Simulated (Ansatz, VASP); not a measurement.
## Te2Mo: VASP beside Ansatz

Contents of INCAR:

```
ALGO = Normal
EDIFF = 1E-6
EDIFFG = -0.01
ENCUT = 600
GGA = PE
IBRION = 2
ISIF = 3
ISMEAR = 0
LASPH = True
LCHARG = False
LREAL = False
LWAVE = False
NELM = 80
NSW = 100
PREC = Accurate
SIGMA = 0.02
```

KPOINTS

```
k-points
0
Gamma
  12 12 2
```

POSCAR

```
Te2Mo
1.0
    3.5459280446      0.0000000000      0.0000000000
   -1.7729640223      3.0708637666      0.0000000000
    0.0000000000      0.0000000000     15.2396806195
Te Mo
2 1
Direct
    0.3333333333      0.6666666667      0.8812166380
    0.3333333333      0.6666666667      0.1187833620
    0.0000000000      0.0000000000      0.0000000000
```

Input for Ansatz:

```yaml
crystal:
  lattice:
    - [3.5459280446, 0.0, 0.0]
    - [-1.7729640223, 3.0708637666, 0.0]
    - [0.0, 0.0, 15.2396806195]
  atoms:
    - { symbol: Te, position: [0.3333333333, 0.6666666667, 0.881216638] }
    - { symbol: Te, position: [0.3333333333, 0.6666666667, 0.118783362] }
    - { symbol: Mo, position: [0.0, 0.0, 0.0] }
basis:
  ecutwfc: 420
kpoints:
  mp_grid: { grid: [12, 12, 2] }
hamiltonian:
  xc: pbe
scf:
  occupations: { method: gaussian, width: 0.02 }
output:
  forces: true
  stress: true
  eigenvalues: true
  write_density: true
  write_potential: true
  elf: true
  volumetric_format: npy
relax:
  adjacent_minimum: "off"
  f_tol: 0.01
  max_steps: 80
  cell: { stress_tol: 0.05 }
```

Change from the starting cell: species swapped into the Te2W type (P-6m2, No. 187).

Alike in both runs: task relaxation of cell and atoms; functional PBE; k mesh 12 × 12 × 2; occupations gaussian, width 0.02 eV; no spin polarisation.

|  | VASP | Ansatz |
| --- | --- | --- |
| version | VASP 6.6.1 | Ansatz 0.2.0 |
| potentials or method | VASP PAW PBE potentials, release 64 (Te, Mo_sv), cutoff 600 eV | scalar-relativistic, plane waves, PAW |
| valence electrons in the cell | 26 | 46 |

VASP gave:

| Item | Value |
| --- | --- |
| gap on the k mesh at the Fermi level, each at its own relaxed structure (eV) | 1.08 |
| relaxed volume (Å³/atom) | 55.53 |
| relaxed cell length with the largest relative difference (Å) | 15.231 |

Estimate Ansatz's values.

gap on the k mesh at the Fermi level, each at its own relaxed structure (eV): 1.08; relaxed volume (Å³/atom): 55.60; relaxed cell length with the largest relative difference (Å): 15.239.

VASP's potentials hold 26 valence electrons a cell and Ansatz's 46, so a difference there can come from the potentials and not from the codes. Ansatz's warnings: xc potential rough in thin density.

Neither program's run includes spin-orbit coupling.
